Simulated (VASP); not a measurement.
# P2Au2O7 (C2/m) in VASP: single point with r2SCAN

Aim: the single point of P2Au2O7 with r2SCAN.

All numbers are computed with VASP 6.6.1; they aren't measurements. Logs are shortened: lines on timing, memory, paths and dates and some standing lists are left out, and cuts for length are marked.

### Step 1. The cell of the first run

Symmetry: C2/m, No. 12, monoclinic system. The conventional cell has a = 7.106 Å, b = 8.450 Å, c = 4.763 Å, α = 90.00°, β = 108.85°, γ = 90.00°. P (site symmetry m) has 4 O at 1.56 to 1.61 Å within 2.1 Å. O (site symmetry 2/m) has 2 P at 1.61 Å within 2.1 Å. O (site symmetry 1) has 1 P at 1.56 Å and 1 Au at 2.02 Å within 2.1 Å. O (site symmetry m) has 1 P at 1.58 Å and 2 Au at 2.09 Å within 2.1 Å. Within 2.7 Å of Au (site symmetry 2) lie 6 O at 2.02 to 2.68 Å.

### Step 2. Single point, r2SCAN

POSCAR

```
P2Au2O7
1.0
    3.5531170000      4.2250190000      0.0000000000
    3.5531170000     -4.2250190000      0.0000000000
    1.5389420000      0.0000000000     -4.5077080000
P O Au
2 7 2
Direct
    0.1998000000      0.1998000000      0.0883000000
    0.8002000000      0.8002000000      0.9117000000
    0.0000000000      0.0000000000      0.0000000000
    0.3568000000      0.0502000000      0.2708000000
    0.9498000000      0.6432000000      0.7292000000
    0.6432000000      0.9498000000      0.7292000000
    0.0502000000      0.3568000000      0.2708000000
    0.3759000000      0.3759000000      0.7839000000
    0.6241000000      0.6241000000      0.2161000000
    0.3122000000      0.6878000000      0.5000000000
    0.6878000000      0.3122000000      0.5000000000
```

INCAR.step1

```
SYSTEM = P2Au2O7
PREC     = Accurate       ! precision mode
ENCUT    = 520            ! plane-wave cutoff, eV
ISMEAR   = -1             ! smearing method
SIGMA    = 0.0131         ! smearing width, eV
LREAL    = .False.        ! projectors in reciprocal space
LASPH    = .True.         ! aspherical terms in the spheres
NELM     = 80             ! most SCF steps
NBANDS   = 48             ! bands
GGA      = PE             ! functional
ALGO     = Normal         ! electronic algorithm
EDIFF    = 1E-4           ! SCF threshold, eV
LWAVE    = .True.         ! write WAVECAR
LCHARG   = .False.        ! write CHGCAR
```

INCAR.step2

```
SYSTEM = P2Au2O7
PREC     = Accurate       ! precision mode
ENCUT    = 520            ! plane-wave cutoff, eV
EDIFF    = 1E-6           ! SCF threshold, eV
ISMEAR   = -1             ! smearing method
SIGMA    = 0.0131         ! smearing width, eV
LREAL    = .False.        ! projectors in reciprocal space
LASPH    = .True.         ! aspherical terms in the spheres
NELM     = 80             ! most SCF steps
ALGO     = Normal         ! electronic algorithm
ISIF     = 2              ! what is computed and relaxed
LWAVE    = .False.        ! write WAVECAR
LCHARG   = .False.        ! write CHGCAR
METAGGA  = R2SCAN         ! meta-GGA
LMIXTAU  = .True.       
NBANDS   = 48             ! bands
ISTART   = 1
```

KPOINTS

```
Automatic mesh
0
Gamma
  4 4 6
  0 0 0
```

Potentials or basis: VASP PAW PBE potentials, release 64 (P, O, Au).

Launch:

```
cat potpaw_PBE.64/P/POTCAR potpaw_PBE.64/O/POTCAR potpaw_PBE.64/Au/POTCAR > POTCAR
cp INCAR.step1 INCAR
mpirun -np 1 vasp_std > vasp.out
cp INCAR.step2 INCAR
mpirun -np 1 vasp_std > vasp.out
```

OUTCAR:

```text
SYSTEM = P2Au2O7
   PREC = Accurate
   ENCUT = 520
   EDIFF = 1E-6
   ISMEAR = -1
   LREAL = .False.
   LASPH = .True.
   NELM = 80
   ISIF = 2
   METAGGA = R2SCAN
   ISTART = 1

 ion  position               nearest neighbor table
   1  0.200  0.200  0.088-   4 1.56   7 1.56   8 1.58   3 1.61
   2  0.800  0.800  0.912-   5 1.56   6 1.56   9 1.58   3 1.61
   3  0.000  0.000  0.000-   1 1.61   2 1.61
   4  0.357  0.050  0.271-   1 1.56  10 2.02  11 2.68
   5  0.950  0.643  0.729-   2 1.56  10 2.02  11 2.68
   6  0.643  0.950  0.729-   2 1.56  11 2.02  10 2.68
   7  0.050  0.357  0.271-   1 1.56  11 2.02  10 2.68
   8  0.376  0.376  0.784-   1 1.58  10 2.09  11 2.09
   9  0.624  0.624  0.216-   2 1.58  10 2.09  11 2.09
  10  0.312  0.688  0.500-   4 2.02   5 2.02   8 2.09   9 2.09   6 2.68   7 2.68  11 3.17
  11  0.688  0.312  0.500-   6 2.02   7 2.02   8 2.09   9 2.09   4 2.68   5 2.68  10 3.17

  LATTYP: Found a base centered monoclinic cell.
 ALAT       =     7.1062340000
 B/A-ratio  =     1.1891021320
 C/A-ratio  =     0.6702802739
 COS(beta)  =    -0.3230920781

  Lattice vectors:

 A1 = (  -3.5531170000,  -4.2250190000,   0.0000000000)
 A2 = (  -3.5531170000,   4.2250190000,   0.0000000000)
 A3 = (   1.5389420000,   0.0000000000,  -4.5077080000)

Analysis of symmetry for initial positions (statically):
=====================================================================
 Subroutine PRICEL returns:
 Original cell was already a primitive cell.

 Routine SETGRP: Setting up the symmetry group for a
 base centered monoclinic supercell.

 Subroutine GETGRP returns: Found  4 space group operations
 (whereof  4 operations were pure point group operations)
 out of a pool of  4 trial point group operations.

The static configuration has the point symmetry C_2h.

Analysis of symmetry for dynamics (positions and initial velocities):
=====================================================================
 Subroutine PRICEL returns:
 Original cell was already a primitive cell.

 Routine SETGRP: Setting up the symmetry group for a
 base centered monoclinic supercell.

 Subroutine GETGRP returns: Found  4 space group operations
 (whereof  4 operations were pure point group operations)
 out of a pool of  4 trial point group operations.

The dynamic configuration has the point symmetry C_2h.

 Subroutine INISYM returns: Found  4 space group operations
 (whereof  4 operations are pure point group operations),
 and found     1 'primitive' translations

----------------------------------------------------------------------------------------

                                     Primitive cell

  volume of cell :     135.3393

  direct lattice vectors                    reciprocal lattice vectors
     3.553117000  4.225019000  0.000000000     0.140721513  0.118342663  0.048042652
     3.553117000 -4.225019000  0.000000000     0.140721513 -0.118342663  0.048042652
     1.538942000  0.000000000 -4.507708000     0.000000000  0.000000000 -0.221842231

  length of vectors
     5.520455232  5.520455232  4.763168472     0.190041118  0.190041118  0.221842231

  position of ions in fractional coordinates (direct lattice)
     0.199800000  0.199800000  0.088300000
     0.800200000  0.800200000  0.911700000
     0.000000000  0.000000000  0.000000000
     0.356800000  0.050200000  0.270800000
     0.949800000  0.643200000  0.729200000
     0.643200000  0.949800000  0.729200000
     0.050200000  0.356800000  0.270800000
     0.375900000  0.375900000  0.783900000
     0.624100000  0.624100000  0.216100000
     0.312200000  0.687800000  0.500000000
     0.687800000  0.312200000  0.500000000

  ion indices of the primitive-cell ions
   primitive index   ion index
                 1           1
                 2           2
                 3           3
                 4           4
                 5           5
                 6           6
                 7           7
                 8           8
                 9           9
                10          10
                11          11

----------------------------------------------------------------------------------------

 KPOINTS: Automatic mesh

Automatic generation of k-mesh.
 Grid dimensions read from file:
 generate k-points for:    4    4    6

 Generating k-lattice:

  Cartesian coordinates                     Fractional coordinates (reciprocal lattice)
     0.035180378  0.029585666  0.012010663     0.250000000  0.000000000  0.000000000
     0.035180378 -0.029585666  0.012010663     0.000000000  0.250000000  0.000000000
     0.000000000  0.000000000 -0.036973705     0.000000000  0.000000000  0.166666667

  Length of vectors
     0.047510279  0.047510279  0.036973705

  Shift w.r.t. Gamma in fractional coordinates (k-lattice)
     0.000000000  0.000000000  0.000000000

 Subroutine IBZKPT returns following result:
 ===========================================

 Found     34 irreducible k-points:

 Following reciprocal coordinates:
            Coordinates               Weight
  0.000000  0.000000  0.000000      1.000000
  0.250000  0.000000 -0.000000      4.000000
  0.500000  0.000000 -0.000000      2.000000
  0.250000  0.250000 -0.000000      2.000000
  0.500000  0.250000 -0.000000      4.000000
 -0.250000  0.250000  0.000000      2.000000
[... 16 lines left out ...]
  0.500000  0.250000  0.333333      4.000000
 -0.250000  0.250000  0.333333      4.000000
 [... further k-points ...]
   k-points           NKPTS =     34   k-points in BZ     NKDIM =     34   number of bands    NBANDS=     48
   number of dos      NEDOS =    301   number of ions     NIONS =     11
   total plane-waves  NPLWV =  63504
   dimension x,y,z NGX =    42 NGY =   42 NGZ =   36
   dimension x,y,z NGXF=    84 NGYF=   84 NGZF=   72
   ions per type =               2   7   2
   NGX,Y,Z   is equivalent  to a cutoff of  12.65, 12.65, 12.56 a.u.
   NGXF,Y,Z  is equivalent  to a cutoff of  25.30, 25.30, 25.13 a.u.
 SYSTEM =  P2Au2O7
   PREC   = accura    normal or accurate (medium, high low for compatibility)
   ISTART =      1    job   : 0-new  1-cont  2-samecut
   ICHARG =      0    charge: 1-file 2-atom 10-const
   ISPIN  =      1    spin polarized calculation?
   LNONCOLLINEAR =      F non collinear calculations
   LSORBIT =      F    spin-orbit coupling
   LASPH  =      T    aspherical Exc in radial PAW
   ENCUT  =  520.0 eV  38.22 Ry    6.18 a.u.  10.26 10.26  8.86*2*pi/ulx,y,z
   NELM   =     80;   NELMIN=  2; NELMDL=  0     # of ELM steps
   EDIFF  = 0.1E-05   stopping-criterion for ELM
   LREAL  =      F    real-space projection
   EDIFFG = 0.1E-04   stopping-criterion for IOM
   NSW    =      0    number of steps for IOM
   IBRION =     -1    ionic relax: 0-MD 1-quasi-New 2-CG
   NFREE  =      0    steps in history (QN), initial steepest desc. (CG)
   ISIF   =      2    stress and relaxation
   ISYM   =      2    0-nonsym 1-usesym 2-fastsym
   POTIM  = 0.5000    time-step for ionic-motion
   TEBEG  =    0.0;   TEEND  =   0.0 temperature during run
   PSTRESS=    0.0 pullay stress
   NELECT =      74.0000    total number of electrons
   NUPDOWN=      -1.0000    fix difference up-down
   EMIN   =  10.00;   EMAX   =-10.00  energy-range for DOS
   EFERMI =   0.00;   METHOD = LEGACY
   ISMEAR =    -1;   SIGMA  =   0.01  broadening in eV -4-tet -1-fermi 0-gaus
   EFERMI_NEDOS =   21; number of points for ismear=-14 and -15
   IALGO  =     38    algorithm
   IMIX   =      4    mixing-type and parameters
     AMIX     =   0.40;   BMIX     =  1.00
     AMIX_MAG =   1.60;   BMIX_MAG =  1.00
  volume/ion in A,a.u.               =      12.30        83.03
  Fermi-wavevector in a.u.,A,eV,Ry     =   1.338682  2.529742 24.382586  1.792069
  Thomas-Fermi vector in A             =   2.467133
   LORBIT       =      0    0 simple, 1 ext, 2 COOP (PROOUT), +10 PAW based schemes
   METAGGA = R2SCAN    functional components
   LHFCALC =     F    Hartree Fock is set to
   AEXX    =    0.0000 exact exchange contribution
   IVDW    =     0    specifies the selected vdW correction
   LEPSILON=     F    determine dielectric tensor
   LRPA    =     F    only Hartree local field effects (RPA)
 non-spin polarized calculation
  energy-cutoff  :      520.00
  volume of cell :      135.34
 maximum number of plane-waves:      3662
 NGX is ok and might be reduce to    42
   NGX = 21   NGY = 21   NGZ = 17

 number of electron      74.0000009 magnetization

 Free energy of the ion-electron system (eV)
  ---------------------------------------------------
  ext. energy  EPLUGINS =         0.00000000
  ---------------------------------------------------
  free energy    TOTEN  =      -174.86364075 eV

  energy without entropy =     -174.85962226  energy(sigma->0) =     -174.86163150

 E-fermi :   5.2102     XC(G=0): -11.1394

 val. band max:        5.1901221854   @ k =   0.2500   0.0000   0.5000
 cond. band min:       5.2172380811   @ k =  -0.2500   0.2500   0.1667
 fundamental gap:      0.0271158957
 Fermi energy:         5.2101631317

 k-point     1 :       0.0000    0.0000    0.0000
  band No.  band energies     occupation
      1     -19.7108      2.00000
      2     -18.3076      2.00000
      3     -17.5076      2.00000
      4     -16.5960      2.00000
      5     -16.5887      2.00000
      6     -16.3363      2.00000
[... 40 lines left out ...]
     47      14.0904      0.00000
     48      14.3285      0.00000

 k-point     2 :       0.2500    0.0000   -0.0000
  band No.  band energies     occupation
      1     -19.6562      2.00000
      2     -18.4160      2.00000
      3     -17.3865      2.00000
      4     -16.6511      2.00000
      5     -16.6431      2.00000
      6     -16.3295      2.00000
[... 1114 lines left out ...]
 k-point    24 :      -0.2500    0.2500    0.3333
  band No.  band energies     occupation
      1     -19.5908      2.00000
      2     -18.3731      2.00000
      3     -17.3815      2.00000
      4     -16.8508      2.00000
      5     -16.6394      2.00000
      6     -16.3095      2.00000
[... 40 lines left out ...]
     47      13.4133      0.00000
     48      13.7857      0.00000

 [... further k-points ...]

------------------------ aborting loop because EDIFF is reached ----------------------------------------

  FORCE on cell =-STRESS in cart. coord.  units (eV):
  Direction    XX          YY          ZZ          XY          YZ          ZX
  --------------------------------------------------------------------------------------
  -------------------------------------------------------------------------------------
  Total        3.9743296      5.0823950      0.0574068      0.0000000      0.0000000      3.9564755
  in kB       47.0490136     60.1665416      0.6795945      0.0000000      0.0000000     46.8376526
  external PRESSURE =      35.9650499 kB  Pullay stress =       0.0000000 kB

 VOLUME and BASIS-vectors are now :
 -----------------------------------------------------------------------------
  energy-cutoff  :      520.00
  volume of cell :      135.34
      direct lattice vectors                 reciprocal lattice vectors
     3.553117000  4.225019000  0.000000000     0.140721513  0.118342663  0.048042652
     3.553117000 -4.225019000  0.000000000     0.140721513 -0.118342663  0.048042652
     1.538942000  0.000000000 -4.507708000     0.000000000  0.000000000 -0.221842231

 POSITION                                       TOTAL-FORCE (eV/Angst)
 -----------------------------------------------------------------------------------
      1.55571      0.00000     -0.39803         0.083102     -0.000000     -1.097479
      7.08946      0.00000     -4.10968        -0.083102     -0.000000      1.097479
      0.00000      0.00000      0.00000         0.000000     -0.000000      0.000000
      1.86286      1.29539     -1.22069         0.032215     -2.919465      2.186288
      6.78231      1.29539     -3.28702        -0.032215     -2.919465     -2.186288
      6.78231     -1.29539     -3.28702        -0.032215      2.919465     -2.186288
      1.86286     -1.29539     -1.22069         0.032215      2.919465      2.186288
      3.87761      0.00000     -3.53359        -1.305534     -0.000000     -2.365780
      4.76757      0.00000     -0.97412         1.305534     -0.000000      2.365780
      4.32259     -1.58692     -2.25385         0.000000     -0.473995      0.000000
      4.32259      1.58692     -2.25385         0.000000      0.473995     -0.000000
 -----------------------------------------------------------------------------------
    total drift:                               -0.000000     -0.000000      0.000000

  FREE ENERGIE OF THE ION-ELECTRON SYSTEM (eV)
  ---------------------------------------------------
  free  energy   TOTEN  =      -174.8636407454 eV

  energy  without entropy=     -174.8596222556  energy(sigma->0) =     -174.86163150
```

Wall time 6.7 min (1 thread of Intel Xeon Platinum 8559C (Emerald Rapids), shared host); peak memory 0.37 GiB.

Results:

```yaml
Free_energy: -174.8636 eV
Pressure: 3.6 GPa
Largest_force: 3.647 eV/Å
Band_gap_on_the_k_mesh: zero (bands 37 and 38 overlap by 0.42 eV)
```

Forces in eV/Å, atoms in the order of the input:
```
P    0.083  0.000 -1.097
P   -0.083  0.000  1.097
O    0.000  0.000  0.000
O    0.032 -2.919  2.186
O   -0.032 -2.919 -2.186
O   -0.032  2.919 -2.186
O    0.032  2.919  2.186
O   -1.306  0.000 -2.366
O    1.306  0.000  2.366
Au   0.000 -0.474  0.000
Au   0.000  0.474  0.000
```

Caveat: the cell stands under pressure; the PAW data sets were made with another functional, which shifts forces and pressure a little; spin-orbit coupling is left out, which moves the levels of the heavy elements.
